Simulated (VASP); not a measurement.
Write the native input for VASP 6.6.1 that does the following.

| Quantity | Value |
| --- | --- |
| Task | single point |
| Functional | PBE |
| Potentials or basis | VASP PAW PBE potentials, release 64 (Zn, O) |
| Cutoff | 520 eV |
| k mesh | 22 × 22 × 22 |
| Occupations | fermi-dirac, width 0.0612256 eV |
| Spin | no spin polarisation |
| Dipole correction | no |
| Further INCAR settings | ALGO = Normal; EDIFF = 1e-06; NBANDS = 16 |

The structure of ZnO (rock salt type) lies in POSCAR:

```
ZnO
1.0
    0.0000000000      2.1644094689      2.1644094689
    2.1644094689      0.0000000000      2.1644094689
    2.1644094689      2.1644094689      0.0000000000
Zn O
1 1
Direct
    0.0000000000      0.0000000000      0.0000000000
    0.5000000000      0.5000000000      0.5000000000
```

The input as run:

INCAR

```
PREC = Accurate ; ENCUT = 520
EDIFF = 1E-6 ; ISMEAR = -1
SIGMA = 0.06122561905347299 ; LREAL = False
LASPH = True ; NELM = 80
ALGO = Normal ; ISIF = 2
LWAVE = False ; LCHARG = False
GGA = PE ; NBANDS = 16
```

KPOINTS

```
Automatic mesh
0
Gamma
  22 22 22
```

Potentials or basis: VASP PAW PBE potentials, release 64 (Zn, O).

Run with:

```bash
$ cat potpaw_PBE.64/Zn/POTCAR potpaw_PBE.64/O/POTCAR > POTCAR
$ mpirun -np 1 vasp_std > vasp.out
```

It gave:

* Pressure: 1.1 GPa
* Band gap on the k mesh: 0.72 eV, indirect (least direct gap 1.97 eV)

Run time: 39 s on 1 thread of Intel(R) Xeon(R) Platinum 8488C (Sapphire Rapids), with other jobs on the host, peak memory 0.22 GiB.
